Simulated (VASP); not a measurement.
## MoSe: single point with PBEsol

MoSe:

```
Mo Se
1.0
     0.00000    2.54055    2.54055
     2.54055    0.00000    2.54055
     2.54055    2.54055    0.00000
Mo Se
1 1
Direct
  0.50000 0.50000 0.50000
  0.00000 0.00000 0.00000
```

```json
{
 "Program": "VASP 6.6.1",
 "Task": "single point",
 "Functional": "PBEsol",
 "Potentials or basis": "VASP PAW PBE potentials, release 64 (Mo_sv, Se)",
 "Cutoff": "500 eV",
 "k mesh": "10 × 10 × 10",
 "Occupations": "gaussian, width 0.05 eV",
 "Spin": "collinear spin",
 "Starting moments": "[0.05, 0.0] μB",
 "Dipole correction": "no",
 "Further INCAR settings": "ALGO = Normal; EDIFF = 1e-06; NBANDS = 21"
}
```

```
Pressure                                              : 7.4 GPa
Band gap on the k mesh                                : zero (filled and empty bands overlap)
Net moment                                            : 0.01 μB per cell
Valence electrons inside the program's atomic spheres : Mo 12.52; Se 4.00
```

Levels at points of the mesh, in eV from the Fermi level:
Spin up:
| k point | band 6 | band 7 | band 8 | band 9 | band 10 | band 11 | band 12 | band 13 | band 14 | band 15 |
| --- | --- | --- | --- | --- | --- | --- | --- | --- | --- | --- |
| (0.00, 0.00, 0.00) | -2.31 | -2.31 | -2.31 | -2.27 | -2.27 | -2.27 | -1.79 | -1.79 | 3.32 | 7.76 |
| (0.50, 0.00, 0.00) | -8.54 | -6.03 | -6.03 | -0.09 | -0.09 | 0.68 | 2.46 | 5.36 | 5.36 | 6.43 |
| (0.50, 0.50, 0.00) | -6.66 | -4.10 | -3.97 | -3.97 | -0.82 | 0.61 | 0.61 | 1.65 | 3.12 | 10.21 |
Spin down:
| k point | band 8 | band 9 | band 10 | band 11 | band 12 | band 13 |
| --- | --- | --- | --- | --- | --- | --- |
| (0.00, 0.00, 0.00) | -2.31 | -2.27 | -2.27 | -2.27 | -1.79 | -1.79 |
| (0.50, 0.00, 0.00) | -6.02 | -0.08 | -0.08 | 0.68 | 2.46 | 5.36 |
| (0.50, 0.50, 0.00) | -3.97 | -3.97 | -0.82 | 0.62 | 0.62 | 1.66 |

It took 74 s on 1 thread of Intel Xeon 8259CL (shared host), peak memory 0.2 GiB.

Caveat: the cell stands under pressure; the PAW data sets were made with another functional, which shifts forces and pressure a little.
